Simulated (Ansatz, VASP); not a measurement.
## Two plane-wave programs on La

Contents of INCAR:

```
ALGO = Normal
EDIFF = 1E-8
ENCUT = 520
GGA = PS
ISIF = 2
ISMEAR = -1
LASPH = True
LCHARG = False
LEFG = True
LREAL = False
LWAVE = False
NBANDS = 12
NELM = 100
PREC = Accurate
SIGMA = 0.05
```

Contents of KPOINTS:

```
k-points
0
Gamma
  12 12 12
```

POSCAR

```
La
1.0
    0.0000000000      2.6480000000      2.6480000000
    2.6480000000      0.0000000000      2.6480000000
    2.6480000000      2.6480000000      0.0000000000
La
1
Direct
    0.0000000000      0.0000000000      0.0000000000
```

Input for Ansatz:

```yaml
crystal:
  lattice:
    - [0.0, 2.648, 2.648]
    - [2.648, 0.0, 2.648]
    - [2.648, 2.648, 0.0]
  atoms:
    - { symbol: La, position: [0.0, 0.0, 0.0] }
kpoints:
  mp_grid: { grid: [12, 12, 12] }
  band_path:
    path:
      - [0.0, 0.0, 0.0]
      - [0.5, 0.0, 0.5]
      - [0.625, 0.25, 0.625]
      - [0.375, 0.375, 0.75]
      - [0.0, 0.0, 0.0]
      - [0.5, 0.5, 0.5]
      - [0.5, 0.25, 0.75]
      - [0.5, 0.0, 0.5]
    npoints: 5
scf:
  occupations: { method: fermi_dirac, width: 0.05 }
hamiltonian:
  xc: pbesol
  pseudopotentials: { kind: paw }
output:
  forces: true
  stress: true
  eigenvalues: true
  efg: { contact_densities: true }
```

Alike in both runs: task electric field gradients; functional PBEsol; k mesh 12 × 12 × 12; occupations fermi-dirac, width 0.05 eV; no spin polarisation.

```csv
,VASP,Ansatz
version,VASP 6.6.1,Ansatz 0.2.0
potentials or method,"VASP PAW PBE potentials, release 64 (La)","PAW with Ansatz's default frozen-core files, scalar-relativistic"
plane-wave cutoff (eV),520,420
valence electrons in the cell,11,11
```

|  | VASP | Ansatz | Ansatz less VASP |
| --- | --- | --- | --- |
| pressure (GPa) | -2.3 | -2.4 | -0.04 |

VASP's potentials were made for PBE, not for PBEsol. With one functional, cell and mesh, what is left measures potentials, basis and numerics.

Spin-orbit coupling is off throughout.
